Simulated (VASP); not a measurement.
# GeSb4Te7 (P-3m1) in VASP: further runs, part 2 of 2

VASP 6.6.1. Earlier steps stand in the parts before.

### 3 Single point, r2SCAN (32.01 Å³/atom)

This run uses another cell than the first one, of 32.01 Å³/atom.

File POSCAR:

```
GeSb4Te7
1.0
    4.2676164908      0.0000000000      0.0000000000
   -2.1338082454      3.6958642947      0.0000000000
    0.0000000000      0.0000000000     24.3520870510
Ge Sb Te
1 4 7
Direct
    0.0000000000      0.0000000000      0.5000000000
    0.6666666667      0.3333333333      0.9185022757
    0.3333333333      0.6666666667      0.3485842422
    0.3333333333      0.6666666667      0.0814977243
    0.6666666667      0.3333333333      0.6514157578
    0.3333333333      0.6666666667      0.8485784843
    0.6666666667      0.3333333333      0.1514215157
    0.0000000000      0.0000000000      0.7208787061
    0.6666666667      0.3333333333      0.4311988054
    0.3333333333      0.6666666667      0.5688011946
    0.0000000000      0.0000000000      0.0000000000
    0.0000000000      0.0000000000      0.2791212939
```

File INCAR.step1:

```
PREC     = Accurate       # precision mode
ENCUT    = 520            # plane-wave cutoff, eV
ISMEAR   = 0              # smearing method
SIGMA    = 0.02           # smearing width, eV
LREAL    = F              # projectors in reciprocal space
LASPH    = T              # aspherical terms in the spheres
NELM     = 80             # most SCF steps
NBANDS   = 50             # bands
GGA      = PE             # functional
ALGO     = Normal         # electronic algorithm
EDIFF    = 1E-4           # SCF threshold, eV
LWAVE    = T              # write WAVECAR
LCHARG   = F              # write CHGCAR
```

File INCAR.step2:

```
PREC     = Accurate       # precision mode
ENCUT    = 520            # plane-wave cutoff, eV
EDIFF    = 1E-6           # SCF threshold, eV
ISMEAR   = 0              # smearing method
SIGMA    = 0.02           # smearing width, eV
LREAL    = F              # projectors in reciprocal space
LASPH    = T              # aspherical terms in the spheres
NELM     = 80             # most SCF steps
ALGO     = Normal         # electronic algorithm
ISIF     = 2              # what is computed and relaxed
LWAVE    = F              # write WAVECAR
LCHARG   = F              # write CHGCAR
METAGGA  = R2SCAN         # meta-GGA
LMIXTAU  = T            
NBANDS   = 50             # bands
ISTART   = 1
```

File KPOINTS:

```
regular mesh
0
Gamma
  6 6 2
```

Potentials or basis: VASP PAW PBE potentials, release 64 (Ge_d, Sb, Te).

The run is started by

```sh
$ cat potpaw_PBE.64/Ge_d/POTCAR potpaw_PBE.64/Sb/POTCAR potpaw_PBE.64/Te/POTCAR > POTCAR
$ cp INCAR.step1 INCAR
$ mpirun -np 1 vasp_std > vasp.out
$ cp INCAR.step2 INCAR
$ mpirun -np 1 vasp_std > vasp.out
```

OUTCAR:

```text
PREC = Accurate
   ENCUT = 520
   EDIFF = 1E-6
   ISMEAR = 0
   LREAL = F
   LASPH = T
   NELM = 80
   ISIF = 2
   METAGGA = R2SCAN
   ISTART = 1

 ion  position               nearest neighbor table
   1  0.000  0.000  0.500-   9 2.98  10 2.98   9 2.98  10 2.98   9 2.98  10 2.98
   2  0.667  0.333  0.919-   6 3.00   6 3.00   6 3.00  11 3.16  11 3.16  11 3.16
   3  0.333  0.667  0.349-  12 2.99  12 2.99  12 2.99   9 3.18   9 3.18   9 3.18
   4  0.333  0.667  0.081-   7 3.00   7 3.00   7 3.00  11 3.16  11 3.16  11 3.16
   5  0.667  0.333  0.651-   8 2.99   8 2.99   8 2.99  10 3.18  10 3.18  10 3.18
   6  0.333  0.667  0.849-   2 3.00   2 3.00   2 3.00
   7  0.667  0.333  0.151-   4 3.00   4 3.00   4 3.00
   8  0.000  0.000  0.721-   5 2.99   5 2.99   5 2.99
   9  0.667  0.333  0.431-   1 2.98   1 2.98   1 2.98   3 3.18   3 3.18   3 3.18
  10  0.333  0.667  0.569-   1 2.98   1 2.98   1 2.98   5 3.18   5 3.18   5 3.18
  11  0.000  0.000  0.000-   2 3.16   4 3.16   2 3.16   4 3.16   2 3.16   4 3.16
  12  0.000  0.000  0.279-   3 2.99   3 2.99   3 2.99

  LATTYP: Found a hexagonal cell.
 ALAT       =     4.2676164908
 C/A-ratio  =     5.7062501055

  Lattice vectors:

 A1 = (   4.2676164908,   0.0000000000,   0.0000000000)
 A2 = (  -2.1338082454,   3.6958642947,   0.0000000000)
 A3 = (   0.0000000000,   0.0000000000,  24.3520870510)

Analysis of symmetry for initial positions (statically):
=====================================================================
 Subroutine PRICEL returns:
 Original cell was already a primitive cell.

 Routine SETGRP: Setting up the symmetry group for a
 hexagonal supercell.

 Subroutine GETGRP returns: Found 12 space group operations
 (whereof 12 operations were pure point group operations)
 out of a pool of 24 trial point group operations.

The static configuration has the point symmetry D_3d.

Analysis of symmetry for dynamics (positions and initial velocities):
=====================================================================
 Subroutine PRICEL returns:
 Original cell was already a primitive cell.

 Routine SETGRP: Setting up the symmetry group for a
 hexagonal supercell.

 Subroutine GETGRP returns: Found 12 space group operations
 (whereof 12 operations were pure point group operations)
 out of a pool of 24 trial point group operations.

The dynamic configuration has the point symmetry D_3d.

 Subroutine INISYM returns: Found 12 space group operations
 (whereof 12 operations are pure point group operations),
 and found     1 'primitive' translations

----------------------------------------------------------------------------------------

                                     Primitive cell

  volume of cell :     384.0941

  direct lattice vectors                    reciprocal lattice vectors
     4.267616491  0.000000000  0.000000000     0.234322836  0.135286353  0.000000000
    -2.133808245  3.695864295  0.000000000     0.000000000  0.270572705  0.000000000
     0.000000000  0.000000000 24.352087051     0.000000000  0.000000000  0.041064242

  length of vectors
     4.267616491  4.267616491 24.352087051     0.270572705  0.270572705  0.041064242

  position of ions in fractional coordinates (direct lattice)
     0.000000000  0.000000000  0.500000000
[... 70 lines left out ...]
   number of dos      NEDOS =    301   number of ions     NIONS =     12
   total plane-waves  NPLWV = 196608
   dimension x,y,z NGX =    32 NGY =   32 NGZ =  192
   dimension x,y,z NGXF=    64 NGYF=   64 NGZF=  384
   ions per type =               1   4   7
   NGX,Y,Z   is equivalent  to a cutoff of  12.47, 12.47, 13.11 a.u.
   NGXF,Y,Z  is equivalent  to a cutoff of  24.93, 24.93, 26.21 a.u.
 SYSTEM =  unknown system
   PREC   = accura    normal or accurate (medium, high low for compatibility)
   ISTART =      1    job   : 0-new  1-cont  2-samecut
   ICHARG =      0    charge: 1-file 2-atom 10-const
   ISPIN  =      1    spin polarized calculation?
   LNONCOLLINEAR =      F non collinear calculations
   LSORBIT =      F    spin-orbit coupling
   LASPH  =      T    aspherical Exc in radial PAW
   ENCUT  =  520.0 eV  38.22 Ry    6.18 a.u.   7.93  7.93 45.28*2*pi/ulx,y,z
   NELM   =     80;   NELMIN=  2; NELMDL=  0     # of ELM steps
   EDIFF  = 0.1E-05   stopping-criterion for ELM
   LREAL  =      F    real-space projection
   EDIFFG = 0.1E-04   stopping-criterion for IOM
   NSW    =      0    number of steps for IOM
   IBRION =     -1    ionic relax: 0-MD 1-quasi-New 2-CG
   NFREE  =      0    steps in history (QN), initial steepest desc. (CG)
   ISIF   =      2    stress and relaxation
   ISYM   =      2    0-nonsym 1-usesym 2-fastsym
   POTIM  = 0.5000    time-step for ionic-motion
   TEBEG  =    0.0;   TEEND  =   0.0 temperature during run
   PSTRESS=    0.0 pullay stress
   NELECT =      76.0000    total number of electrons
   NUPDOWN=      -1.0000    fix difference up-down
   EMIN   =  10.00;   EMAX   =-10.00  energy-range for DOS
   EFERMI =   0.00;   METHOD = LEGACY
   ISMEAR =     0;   SIGMA  =   0.02  broadening in eV -4-tet -1-fermi 0-gaus
   EFERMI_NEDOS =   21; number of points for ismear=-14 and -15
   IALGO  =     38    algorithm
   IMIX   =      4    mixing-type and parameters
     AMIX     =   0.40;   BMIX     =  1.00
     AMIX_MAG =   1.60;   BMIX_MAG =  1.00
  volume/ion in A,a.u.               =      32.01       216.00
  Fermi-wavevector in a.u.,A,eV,Ry     =   0.953967  1.802737 12.382032  0.910054
  Thomas-Fermi vector in A             =   2.082671
   LORBIT       =      0    0 simple, 1 ext, 2 COOP (PROOUT), +10 PAW based schemes
   METAGGA = R2SCAN    functional components
   LHFCALC =     F    Hartree Fock is set to
   AEXX    =    0.0000 exact exchange contribution
   IVDW    =     0    specifies the selected vdW correction
   LEPSILON=     F    determine dielectric tensor
   LRPA    =     F    only Hartree local field effects (RPA)
 non-spin polarized calculation
 Gauss-broadening in eV      SIGMA  =   0.02
  energy-cutoff  :      520.00
  volume of cell :      384.09
 maximum number of plane-waves:     10422
 NGX is ok and might be reduce to    32
   NGX = 15   NGY = 15   NGZ = 91

 number of electron      76.0000013 magnetization

 Free energy of the ion-electron system (eV)
  ---------------------------------------------------
  ext. energy  EPLUGINS =         0.00000000
  ---------------------------------------------------
  free energy    TOTEN  =      -295.95432398 eV

  energy without entropy =     -295.95432398  energy(sigma->0) =     -295.95432398

 E-fermi :   6.2925     XC(G=0):  -9.6880

 val. band max:        6.1175998603   @ k =   0.0000   0.0000   0.5000
 cond. band min:       6.5866230911   @ k =   0.0000   0.0000   0.5000
 fundamental gap:      0.4690232308
 Fermi energy:         6.2924982190

 k-point     1 :       0.0000    0.0000    0.0000
  band No.  band energies     occupation
      1     -19.5112      2.00000
      2     -19.5111      2.00000
      3     -19.5034      2.00000
      4     -19.4999      2.00000
      5     -19.4999      2.00000
      6      -7.6545      2.00000
[... 731 lines left out ...]
     49      10.2470      0.00000
     50      10.2470      0.00000

------------------------ aborting loop because EDIFF is reached ----------------------------------------

  FORCE on cell =-STRESS in cart. coord.  units (eV):
  Direction    XX          YY          ZZ          XY          YZ          ZX
  --------------------------------------------------------------------------------------
  -------------------------------------------------------------------------------------
  Total        1.7887580      1.7887580      1.7722475      0.0000000      0.0000000      0.0000000
  in kB        7.4614734      7.4614734      7.3926025      0.0000000      0.0000000      0.0000000
  external PRESSURE =       7.4385164 kB  Pullay stress =       0.0000000 kB

 VOLUME and BASIS-vectors are now :
 -----------------------------------------------------------------------------
  energy-cutoff  :      520.00
  volume of cell :      384.09
      direct lattice vectors                 reciprocal lattice vectors
     4.267616491  0.000000000  0.000000000     0.234322836  0.135286353  0.000000000
    -2.133808245  3.695864295  0.000000000     0.000000000  0.270572705  0.000000000
     0.000000000  0.000000000 24.352087051     0.000000000  0.000000000  0.041064242

 POSITION                                       TOTAL-FORCE (eV/Angst)
 -----------------------------------------------------------------------------------
      0.00000      0.00000     12.17604        -0.000000      0.000000     -0.000000
      2.13381      1.23195     22.36745         0.000000     -0.000000      0.034043
     -0.00000      2.46391      8.48875        -0.000000      0.000000      0.032542
     -0.00000      2.46391      1.98464        -0.000000      0.000000     -0.034043
      2.13381      1.23195     15.86333        -0.000000      0.000000     -0.032542
     -0.00000      2.46391     20.66466        -0.000000      0.000000     -0.023704
      2.13381      1.23195      3.68743         0.000000     -0.000000      0.023704
      0.00000      0.00000     17.55490         0.000000      0.000000      0.023086
      2.13381      1.23195     10.50059         0.000000      0.000000     -0.015701
     -0.00000      2.46391     13.85150        -0.000000     -0.000000      0.015701
      0.00000      0.00000      0.00000        -0.000000      0.000000     -0.000000
      0.00000      0.00000      6.79719        -0.000000     -0.000000     -0.023086
 -----------------------------------------------------------------------------------
    total drift:                                0.000000     -0.000000      0.000000

  FREE ENERGIE OF THE ION-ELECTRON SYSTEM (eV)
  ---------------------------------------------------
  free  energy   TOTEN  =      -295.9543239819 eV

  energy  without entropy=     -295.9543239819  energy(sigma->0) =     -295.95432398
```

It took 23 min on 1 thread of Intel Xeon Platinum 8488C (Sapphire Rapids), shared host; peak memory 0.61 GiB.

Results:

```yaml
Free_energy: -295.9543 eV
Pressure: 0.7 GPa
Largest_force: 0.034 eV/Å
Band_gap_on_the_k_mesh: 0.47 eV
```

Forces in eV/Å, atoms in the order of the input:
```
Ge   0.000  0.000  0.000
Sb   0.000  0.000  0.034
Sb   0.000  0.000  0.033
Sb   0.000  0.000 -0.034
Sb   0.000  0.000 -0.033
Te   0.000  0.000 -0.024
Te   0.000  0.000  0.024
Te   0.000  0.000  0.023
Te   0.000  0.000 -0.016
Te   0.000  0.000  0.016
Te   0.000  0.000  0.000
Te   0.000  0.000 -0.023
```

Caveat: the PAW data sets were made with another functional, which shifts forces and pressure a little; spin-orbit coupling is left out, which moves the levels of the heavy elements.
